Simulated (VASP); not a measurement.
# Pb (P6_3/mmc) in VASP: single point with PBE+D3(BJ)

Aim: the single point of Pb with PBE+D3(BJ).

Everything below comes from runs of VASP 6.6.1. Logs are shortened: lines on timing, memory, paths and dates and some standing lists are left out, and cuts for length are marked.

## Step 1: The cell of the first run

Symmetry: P6_3/mmc, No. 194, hexagonal system. Conventional cell: a = 3.480 Å, b = 3.480 Å, c = 5.590 Å, α = 90.00°, β = 90.00°, γ = 120.00°. Within 4.5 Å of Pb (site symmetry -6m2) lie 12 Pb at 3.44 to 3.48 Å.

This isn't the form of Pb at room conditions, which is fcc.

## Step 2: Single point, PBE+D3(BJ)

File INCAR:

```
PREC = Accurate ; ENCUT = 520
EDIFF = 1E-7 ; ISMEAR = 0
SIGMA = 0.15 ; LREAL = False
LASPH = True ; NELM = 60
ALGO = Fast ; ISIF = 2
LWAVE = False ; LCHARG = True
GGA = PE ; IVDW = 12
LELF = True ; LVHAR = True
NBANDS = 21
```

File KPOINTS:

```
regular mesh
0
Gamma
  18 18 10
```

File POSCAR:

```
Pb
1.0
    3.4800006906      0.0000000000      0.0000000000
   -1.7400003453      3.0137690032      0.0000000000
    0.0000000000      0.0000000000      5.5900000000
Pb
2
Direct
    0.3333333333      0.6666666667      0.2500000000
    0.6666666667      0.3333333333      0.7500000000
```

Potentials or basis: VASP PAW PBE potentials, release 64 (Pb_d).

Started as:

```sh
> cat potpaw_PBE.64/Pb_d/POTCAR > POTCAR
> mpirun -np 1 vasp_std > vasp.out
```

OUTCAR:

```text
PREC = Accurate
   ENCUT = 520
   EDIFF = 1E-7
   ISMEAR = 0
   LREAL = False
   LASPH = True
   NELM = 60
   ISIF = 2
   GGA = PE
   IVDW = 12
 IVDW          = 12

 ion  position               nearest neighbor table
   1  0.333  0.667  0.250-   2 3.44   2 3.44   2 3.44   2 3.44   2 3.44   2 3.44
   2  0.667  0.333  0.750-   1 3.44   1 3.44   1 3.44   1 3.44   1 3.44   1 3.44

  LATTYP: Found a hexagonal cell.
 ALAT       =     3.4800006906
 C/A-ratio  =     1.6063215203

  Lattice vectors:

 A1 = (   3.4800006906,   0.0000000000,   0.0000000000)
 A2 = (  -1.7400003453,   3.0137690032,   0.0000000000)
 A3 = (   0.0000000000,   0.0000000000,   5.5900000000)

Analysis of symmetry for initial positions (statically):
=====================================================================
 Subroutine PRICEL returns:
 Original cell was already a primitive cell.

 Routine SETGRP: Setting up the symmetry group for a
 hexagonal supercell.

 Subroutine GETGRP returns: Found 24 space group operations
 (whereof 12 operations were pure point group operations)
 out of a pool of 24 trial point group operations.

The static configuration has the point symmetry D_3d.
 The point group associated with its full space group is D_6h.

Analysis of symmetry for dynamics (positions and initial velocities):
=====================================================================
 Subroutine PRICEL returns:
 Original cell was already a primitive cell.

 Routine SETGRP: Setting up the symmetry group for a
 hexagonal supercell.

 Subroutine GETGRP returns: Found 24 space group operations
 (whereof 12 operations were pure point group operations)
 out of a pool of 24 trial point group operations.

The dynamic configuration has the point symmetry D_3d.
 The point group associated with its full space group is D_6h.

 Subroutine INISYM returns: Found 24 space group operations
 (whereof 12 operations are pure point group operations),
 and found     1 'primitive' translations

----------------------------------------------------------------------------------------

                                     Primitive cell

  volume of cell :      58.6275

  direct lattice vectors                    reciprocal lattice vectors
     3.480000691  0.000000000  0.000000000     0.287356265  0.165905217  0.000000000
    -1.740000345  3.013769003  0.000000000     0.000000000  0.331810434  0.000000000
     0.000000000  0.000000000  5.590000000     0.000000000  0.000000000  0.178890877

  length of vectors
     3.480000691  3.480000691  5.590000000     0.331810434  0.331810434  0.178890877
[... 81 lines left out ...]
   EDIFF  = 0.1E-06   stopping-criterion for ELM
   LREAL  =      F    real-space projection
   EDIFFG = 0.1E-05   stopping-criterion for IOM
   NSW    =      0    number of steps for IOM
   IBRION =     -1    ionic relax: 0-MD 1-quasi-New 2-CG
   NFREE  =      0    steps in history (QN), initial steepest desc. (CG)
   ISIF   =      2    stress and relaxation
   ISYM   =      2    0-nonsym 1-usesym 2-fastsym
   POTIM  = 0.5000    time-step for ionic-motion
   TEBEG  =    0.0;   TEEND  =   0.0 temperature during run
   PSTRESS=    0.0 pullay stress
   NELECT =      28.0000    total number of electrons
   NUPDOWN=      -1.0000    fix difference up-down
   EMIN   =  10.00;   EMAX   =-10.00  energy-range for DOS
   EFERMI =   0.00;   METHOD = LEGACY
   ISMEAR =     0;   SIGMA  =   0.15  broadening in eV -4-tet -1-fermi 0-gaus
   EFERMI_NEDOS =   21; number of points for ismear=-14 and -15
   IALGO  =     68    algorithm
   IMIX   =      4    mixing-type and parameters
     AMIX     =   0.40;   BMIX     =  1.00
     AMIX_MAG =   1.60;   BMIX_MAG =  1.00
  volume/ion in A,a.u.               =      29.31       197.82
  Fermi-wavevector in a.u.,A,eV,Ry     =   1.279658  2.418202 22.279864  1.637524
  Thomas-Fermi vector in A             =   2.412130
   LORBIT       =      0    0 simple, 1 ext, 2 COOP (PROOUT), +10 PAW based schemes
   GGA     = PE    functional components
   LHFCALC =     F    Hartree Fock is set to
   AEXX    =    0.0000 exact exchange contribution
   IVDW    =    12    specifies the selected vdW correction
   LEPSILON=     F    determine dielectric tensor
   LRPA    =     F    only Hartree local field effects (RPA)
 non-spin polarized calculation
 RMM-DIIS sequential band-by-band and
 Gauss-broadening in eV      SIGMA  =   0.15
  energy-cutoff  :      520.00
  volume of cell :       58.63
 maximum number of plane-waves:      1605
 NGX is ok and might be reduce to    28
   NGX = 13   NGY = 13   NGZ = 21

 number of electron      28.0000005 magnetization

 Free energy of the ion-electron system (eV)
  ---------------------------------------------------
  ext. energy  EPLUGINS =         0.00000000
  ---------------------------------------------------
  free energy    TOTEN  =        -7.03953529 eV

  energy without entropy =       -7.02924098  energy(sigma->0) =       -7.03438814

 E-fermi :   7.6091     XC(G=0): -10.3506

 val. band max:        7.5854828227   @ k =   0.3333   0.2778   0.3000
 cond. band min:       7.6286904382   @ k =   0.3333   0.1111   0.2000
 fundamental gap:      0.0432076155
 Fermi energy:         7.6091121170

 k-point     1 :       0.0000    0.0000    0.0000
  band No.  band energies     occupation
      1      -9.4732      2.00000
      2      -9.4246      2.00000
      3      -9.4158      2.00000
      4      -9.4157      2.00000
      5      -9.3909      2.00000
      6      -9.3909      2.00000
[... 565 lines left out ...]
     20      15.3986      0.00000
     21      19.6985      0.00000

 [... further k-points ...]

------------------------ aborting loop because EDIFF is reached ----------------------------------------

 Edisp (eV)   -0.84794

 E8    (eV) :    -0.4297

  FORCE on cell =-STRESS in cart. coord.  units (eV):
  Direction    XX          YY          ZZ          XY          YZ          ZX
  --------------------------------------------------------------------------------------
  -------------------------------------------------------------------------------------
  Total       0.33877     0.33877     1.07677    -0.00000     0.00000     0.00000
  in kB       9.25800     9.25800    29.42595    -0.00000     0.00000     0.00000
  external pressure =       15.98 kB  Pullay stress =        0.00 kB

 VOLUME and BASIS-vectors are now :
 -----------------------------------------------------------------------------
  energy-cutoff  :      520.00
  volume of cell :       58.63
      direct lattice vectors                 reciprocal lattice vectors
     3.480000691  0.000000000  0.000000000     0.287356265  0.165905217  0.000000000
    -1.740000345  3.013769003  0.000000000     0.000000000  0.331810434  0.000000000
     0.000000000  0.000000000  5.590000000     0.000000000  0.000000000  0.178890877

 POSITION                                       TOTAL-FORCE (eV/Angst)
 -----------------------------------------------------------------------------------
     -0.00000      2.00918      1.39750         0.000000      0.000000      0.000000
      1.74000      1.00459      4.19250        -0.000000     -0.000000      0.000000
 -----------------------------------------------------------------------------------
    total drift:                               -0.000000      0.000000      0.000000

  FREE ENERGIE OF THE ION-ELECTRON SYSTEM (eV)
  ---------------------------------------------------
  free  energy   TOTEN  =        -7.8874794396 eV

  energy  without entropy=       -7.8771851307  energy(sigma->0) =       -7.88233229
```

stdout:

```text
POSCAR found type information on POSCAR Pb
 POSCAR found :  1 types and       2 ions
 scaLAPACK will be used
 LDA part: xc-table for (Slater+PW92), standard interpolation
 POSCAR, INCAR and KPOINTS ok, starting setup
 FFT: planning ... GRIDC
 FFT: planning ... GRID_SOFT
 FFT: planning ... GRID
 WAVECAR not read
 entering main loop
WARNING in EDDRMM: call to ZHEGV failed, returncode =   8  4     21
WARNING in EDDRMM: call to ZHEGV failed, returncode =   8  4     21
```

Wall time 2.1 min (1 thread of Intel Xeon 6975P-C (Granite Rapids), shared host); peak memory 0.34 GiB.

What came out:

| Property | Result |
| --- | --- |
| Free energy | -7.8875 eV |
| Pressure | 1.6 GPa |
| Band gap on the k mesh | zero (bands 14 and 15 overlap by 7.86 eV) |
| Dispersion energy per atom | -0.424 eV |

Caveat: spin-orbit coupling is left out, which moves the levels of the heavy elements.
